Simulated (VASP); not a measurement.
# Hg (P6_3/mmc) in VASP: further runs, part 2 of 2

VASP 6.6.1. Earlier steps stand in the parts before.

### Step 4. Single point, PBEsol+D3(BJ) (20.91 Å³/atom)

INCAR

```
SYSTEM = Hg
ALGO = Fast
EDIFF = 1E-6
ENCUT = 520
GGA = PS
ISIF = 2
ISMEAR = 0
IVDW = 12
LASPH = .TRUE.
LCHARG = .FALSE.
LREAL = .FALSE.
LWAVE = .FALSE.
NBANDS = 19
NELM = 60
PREC = Accurate
SIGMA = 0.15
```

KPOINTS

```
k-points
0
G
  18 18 10
  0 0 0
```

POSCAR

```
Hg
1.0
    3.1744238445      0.0000000000      0.0000000000
   -1.5872119222      2.7491316917      0.0000000000
    0.0000000000      0.0000000000      4.7911579085
Hg
2
Direct
    0.6666666667      0.3333333333      0.7500000000
    0.3333333333      0.6666666667      0.2500000000
```

Potentials or basis: VASP PAW PBE potentials, release 64 (Hg).

Launch:

```
$ cat potpaw_PBE.64/Hg/POTCAR > POTCAR
$ mpirun -np 1 vasp_std > vasp.out
```

OUTCAR:

```text
SYSTEM = Hg
   EDIFF = 1E-6
   ENCUT = 520
   GGA = PS
   ISIF = 2
   ISMEAR = 0
   IVDW = 12
   LASPH = .TRUE.
   LREAL = .FALSE.
   NELM = 60
   PREC = Accurate
 IVDW          = 12

 ion  position               nearest neighbor table
   1  0.667  0.333  0.750-   2 3.02   2 3.02   2 3.02   2 3.02   2 3.02   2 3.02
   2  0.333  0.667  0.250-   1 3.02   1 3.02   1 3.02   1 3.02   1 3.02   1 3.02

  LATTYP: Found a hexagonal cell.
 ALAT       =     3.1744238445
 C/A-ratio  =     1.5093000000

  Lattice vectors:
[... 721 lines left out ...]

 Edisp (eV)   -0.95914

 E8    (eV) :    -0.6511

  FORCE on cell =-STRESS in cart. coord.  units (eV):
  Direction    XX          YY          ZZ          XY          YZ          ZX
  --------------------------------------------------------------------------------------
  -------------------------------------------------------------------------------------
  Total       0.90412     0.90412     1.02674     0.00000     0.00000    -0.00000
  in kB      34.64480    34.64480    39.34328     0.00000     0.00000    -0.00000
  external pressure =       36.21 kB  Pullay stress =        0.00 kB

 VOLUME and BASIS-vectors are now :
 -----------------------------------------------------------------------------
  energy-cutoff  :      520.00
  volume of cell :       41.81
      direct lattice vectors                 reciprocal lattice vectors
     3.174423845  0.000000000  0.000000000     0.315017795  0.181875609  0.000000000
    -1.587211922  2.749131692  0.000000000     0.000000000  0.363751218  0.000000000
     0.000000000  0.000000000  4.791157908     0.000000000  0.000000000  0.208717813

 POSITION                                       TOTAL-FORCE (eV/Angst)
 -----------------------------------------------------------------------------------
      1.58721      0.91638      3.59337        -0.000000      0.000000      0.000000
     -0.00000      1.83275      1.19779         0.000000     -0.000000      0.000000
 -----------------------------------------------------------------------------------
    total drift:                               -0.000000      0.000000     -0.000000

  FREE ENERGIE OF THE ION-ELECTRON SYSTEM (eV)
  ---------------------------------------------------
  free  energy   TOTEN  =        -1.9315996165 eV

  energy  without entropy=       -1.9225583344  energy(sigma->0) =       -1.92707898
```

stdout:

```text
POSCAR found type information on POSCAR Hg
 POSCAR found :  1 types and       2 ions
 scaLAPACK will be used
 -----------------------------------------------------------------------------
|                                                                             |
|                                                                             |
|     You enforced a specific xc type in the INCAR file but a different       |
|     I HOPE YOU KNOW WHAT YOU ARE DOING!                                     |
|                                                                             |
 -----------------------------------------------------------------------------

 LDA part: xc-table for (Slater+PW92), standard interpolation
 POSCAR, INCAR and KPOINTS ok, starting setup
 FFT: planning ... GRIDC
 FFT: planning ... GRID_SOFT
 FFT: planning ... GRID
 WAVECAR not read
 entering main loop
```

Run time: 2.8 min. Hardware: 1 thread of Intel Xeon 8259CL, shared host; peak memory 0.27 GiB.

What came out:

| Item | Value |
| --- | --- |
| Free energy | -1.9316 eV |
| Pressure | 3.6 GPa |
| Band gap on the k mesh | zero (bands 12 and 13 overlap by 1.05 eV) |
| Dispersion energy per atom | -0.480 eV |

Levels at points of the mesh, in eV from the Fermi level:
| k point | band 10 | band 11 | band 12 | band 13 | band 14 | band 15 |
| --- | --- | --- | --- | --- | --- | --- |
| (0.00, 0.00, 0.00) | -6.05 | -6.05 | -1.80 | -0.41 | 12.41 | 12.41 |
| (0.50, 0.00, 0.00) | -5.80 | -2.96 | -2.83 | 3.64 | 3.72 | 4.39 |
| (0.00, 0.00, 0.50) | -6.32 | -6.32 | -6.32 | 8.79 | 8.79 | 12.88 |
| (0.50, 0.00, 0.50) | -6.03 | -1.82 | -1.82 | -0.32 | -0.32 | 9.28 |

Caveat: the cell stands under pressure; the PAW data sets were made with another functional, which shifts forces and pressure a little; spin-orbit coupling is left out, which moves the levels of the heavy elements.

### Step 5. Single point, PBEsol+D3(BJ) (20.91 Å³/atom)

INCAR

```
SYSTEM = Hg
  ALGO = Fast
  EDIFF = 1E-6
  ENCUT = 520
  GGA = PS
  ISIF = 2
  ISMEAR = 0
  IVDW = 12
  LASPH = .TRUE.
  LCHARG = .TRUE.
  LELF = .TRUE.
  LREAL = .FALSE.
  LVHAR = .TRUE.
  LWAVE = .FALSE.
  NBANDS = 19
  NELM = 100
  PREC = Accurate
  SIGMA = 0.15
```

KPOINTS is that of step 4.

POSCAR

```
Hg
1.0
    3.0907054960      0.0000000000      0.0000000000
   -1.5453527480      2.6766294752      0.0000000000
    0.0000000000      0.0000000000      5.0542306976
Hg
2
Direct
    0.6666666667      0.3333333333      0.7500000000
    0.3333333333      0.6666666667      0.2500000000
```

Launch:

```
$ cat potpaw_PBE.64/Hg/POTCAR > POTCAR
$ mpirun -np 1 vasp_std > vasp.out
```

Run time: 2.4 min. Hardware: 1 thread of Intel Xeon 8259CL, shared host; peak memory 0.28 GiB.

It converged, with:

```yaml
Free_energy: -1.9363 eV
Pressure: 3.2 GPa
Band_gap_on_the_k_mesh: zero (bands 12 and 13 overlap by 1.70 eV)
Dispersion_energy_per_atom: -0.480 eV
```

Levels at points of the mesh, in eV from the Fermi level:
| k point | band 10 | band 11 | band 12 | band 13 | band 14 | band 15 |
| --- | --- | --- | --- | --- | --- | --- |
| (0.00, 0.00, 0.00) | -6.05 | -6.05 | -2.26 | -1.36 | 13.25 | 13.65 |
| (0.50, 0.00, 0.00) | -5.82 | -2.60 | -2.36 | 2.97 | 3.17 | 4.13 |
| (0.00, 0.00, 0.50) | -6.32 | -6.32 | -6.32 | 7.12 | 7.12 | 13.52 |
| (0.50, 0.00, 0.50) | -5.87 | -1.60 | -1.60 | -0.27 | -0.27 | 9.79 |

Caveat: the cell stands under pressure; the PAW data sets were made with another functional, which shifts forces and pressure a little; spin-orbit coupling is left out, which moves the levels of the heavy elements.

### Step 6. Single point, PBEsol+D3(BJ) (21.34 Å³/atom)

This run uses another cell than the first one, of 21.34 Å³/atom.

INCAR

```
PREC = Accurate ; ENCUT = 520
EDIFF = 1E-7 ; ISMEAR = 0
SIGMA = 0.15 ; LREAL = False
LASPH = True ; NELM = 100
ALGO = Fast ; ISIF = 2
LWAVE = False ; LCHARG = False
GGA = PS ; IVDW = 12
NBANDS = 19
```

KPOINTS

```
Automatic mesh
0
Gamma
  18 18 10
```

POSCAR

```
Hg
1.0
    3.2177524094      0.0000000000      0.0000000000
   -1.6088762047      2.7866553296      0.0000000000
    0.0000000000      0.0000000000      4.7600211392
Hg
2
Direct
    0.6666666667      0.3333333333      0.7500000000
    0.3333333333      0.6666666667      0.2500000000
```

Potentials or basis: VASP PAW PBE potentials, release 64 (Hg).

Launch:

```
$ cat potpaw_PBE.64/Hg/POTCAR > POTCAR
$ mpirun -np 1 vasp_std > vasp.out
```

Run time: 2.6 min. Hardware: 1 thread of Intel Xeon 8259CL, shared host; peak memory 0.27 GiB.

The run converged. Its results:

* Free energy: -1.9475 eV
* Pressure: 2.2 GPa
* Band gap on the k mesh: zero (bands 12 and 13 overlap by 1.18 eV)
* Dispersion energy per atom: -0.469 eV

Stress tensor (GPa, compression positive):
```
2.29 0.00 0.00
0.00 2.29 0.00
0.00 0.00 2.12
```

Levels at points of the mesh, in eV from the Fermi level:
```csv
k point,band 8,band 9,band 10,band 11,band 12,band 13,band 14,band 15,band 16,band 17
"(0.00, 0.00, 0.00)",-7.06,-7.06,-6.01,-6.01,-1.57,-0.22,11.95,11.95,12.46,14.45
"(0.50, 0.00, 0.00)",-6.17,-5.97,-5.75,-2.98,-2.94,3.78,3.81,4.43,6.12,7.96
"(0.00, 0.00, 0.50)",-6.98,-6.27,-6.27,-6.27,-6.27,9.10,9.10,12.69,12.69,13.21
"(0.50, 0.00, 0.50)",-6.06,-6.03,-6.03,-1.81,-1.81,-0.34,-0.34,9.07,9.07,11.56
```

Caveat: the PAW data sets were made with another functional, which shifts forces and pressure a little; spin-orbit coupling is left out, which moves the levels of the heavy elements.

### Step 7. Summary

| cell | further INCAR settings | gap on the mesh (eV) | pressure (GPa) |
| --- | --- | --- | --- |
| a = 3.050, b = 3.050, c = 5.191 Å, angles 90.0, 90.0, 120.0°, 2 atoms | ALGO = Fast; EDIFF = 1e-07; NBANDS = 19 | none | 3.1 |
| a = 3.132, b = 3.132, c = 4.921 Å, angles 90.0, 90.0, 120.0°, 2 atoms | ALGO = Fast; EDIFF = 1e-06; NBANDS = 19 | none | 3.4 |
| a = 3.174, b = 3.174, c = 4.791 Å, angles 90.0, 90.0, 120.0°, 2 atoms | ALGO = Fast; EDIFF = 1e-06; NBANDS = 19 | none | 3.6 |
| a = 3.091, b = 3.091, c = 5.054 Å, angles 90.0, 90.0, 120.0°, 2 atoms | ALGO = Fast; EDIFF = 1e-06; NBANDS = 19 | none | 3.2 |
| a = 3.218, b = 3.218, c = 4.760 Å, angles 90.0, 90.0, 120.0°, 2 atoms | ALGO = Fast; EDIFF = 1e-07; NBANDS = 19 | none | 2.2 |

Alike in all rows: task single point; level PBEsol+D3(BJ); potentials or basis VASP PAW PBE potentials, release 64 (Hg); no spin polarisation; k mesh 18 × 18 × 10; cutoff (eV) 520; smearing gaussian 0.15 eV.

Caveats: the PAW data sets were made with another functional, which shifts forces and pressure a little; spin-orbit coupling is left out, which moves the levels of the heavy elements; the cell stands under pressure (at least some runs).

Total energies depend on the potentials used, so only differences within one code and one set of settings carry meaning.
